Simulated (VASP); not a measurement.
Write the native input for VASP 6.6.1 that does the following.

```yaml
Task: single point
Functional: PBE
Dispersion: D3(BJ)
Potentials_or_basis: VASP PAW PBE potentials, release 64 (H, C, Cl, F)
Cutoff: 520 eV
k_mesh: 1 × 1 × 1
Occupations: gaussian, width 0.01 eV
Spin: no spin polarisation
Dipole_correction: no
Further_INCAR_settings: ALGO = Normal; EDIFF = 1e-06; NBANDS = 18
```

The structure of H2CClF (CH2ClF) lies in POSCAR:

```
H2CClF
1.0
   11.2000000000      0.0000000000      0.0000000000
    0.0000000000     11.0000000000      0.0000000000
    0.0000000000      0.0000000000     11.7000000000
H C Cl F
2 1 1 1
Direct
    0.4892226998      0.5819104833      0.4773745938
    0.5988413134      0.4807730752      0.5430090486
    0.5121060263      0.4881773424      0.5002596292
    0.4010352872      0.4345455042      0.5972361845
    0.5135488866      0.4183880601      0.4030055876
```

One way to write it, as run:

INCAR

```
PREC = Accurate ; ENCUT = 520
EDIFF = 1E-6 ; ISMEAR = 0
SIGMA = 0.01 ; LREAL = False
LASPH = True ; NELM = 100
ALGO = Normal ; ISIF = 2
LWAVE = False ; LCHARG = False
GGA = PE ; IVDW = 12
NBANDS = 18
```

KPOINTS

```
Automatic mesh
0
Gamma
  1 1 1
```

Potentials or basis: VASP PAW PBE potentials, release 64 (H, C, Cl, F).

The run is started by

```sh
$ cat potpaw_PBE.64/H/POTCAR potpaw_PBE.64/C/POTCAR potpaw_PBE.64/Cl/POTCAR potpaw_PBE.64/F/POTCAR > POTCAR
$ mpirun -np 1 vasp_gam > vasp.out
```

Results of the run:

```json
{"Largest force": "0.416 eV/Å", "Gap between the frontier levels": "6.50 eV", "Dispersion energy per atom": "-0.013 eV"}
```

Run time: 90 s on 1 thread of AMD EPYC 7R13 Processor (Zen 3) (shared host), peak memory 1.1 GiB.
